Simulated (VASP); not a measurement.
Input of a VASP 6.6.1 run:

The input INCAR:

```
SYSTEM = CaC2
  ALGO = Normal
  EDIFF = 1E-7
  ENCUT = 520
  GGA = CA
  ISIF = 2
  ISMEAR = 0
  LASPH = .True.
  LCHARG = .False.
  LREAL = .False.
  LWAVE = .False.
  NBANDS = 16
  NELM = 100
  PREC = Accurate
  SIGMA = 0.05
```

The input KPOINTS:

```
k-points
0
Gamma
  10 10 10
  0 0 0
```

Contents of POSCAR:

```
CaC2
1.0
   -1.9342985994      1.9342985994      3.1220584614
    1.9342985994     -1.9342985994      3.1220584614
    1.9342985994      1.9342985994     -3.1220584614
Ca C
1 2
Direct
    0.0000000000      0.0000000000      0.0000000000
    0.5978927200      0.5978927200      0.0000000000
    0.4021072800      0.4021072800      0.0000000000
```

Potentials or basis: VASP PAW LDA potentials, release 64 (Ca_sv, C).

The run is started by

```bash
$ cat potpaw_LDA.64/Ca_sv/POTCAR potpaw_LDA.64/C/POTCAR > POTCAR
$ mpirun -np 1 vasp_std > vasp.out
```

**Question.** Predict the band gap on the k mesh.

**Answer.** 1.26 eV, indirect (least direct gap 2.33 eV).

**Question.** What does it give for the pressure?

**Answer.** 1.2 GPa.

**Question.** Estimate the largest force.

**Answer.** 2.653 eV/Å.

Forces on the atoms (eV/Å):
```
Ca   0.000  0.000  0.000
C    0.000  0.000  2.653
C    0.000  0.000 -2.653
```

Caveat: the cell differs from its parent crystal (strain -0.0250 x Voigt [0, 0, 1, 0, 0, 0]); forces of over 1 eV/Å act on the atoms, so gaps and moduli don't describe the material at rest. A k mesh can miss the band edges.
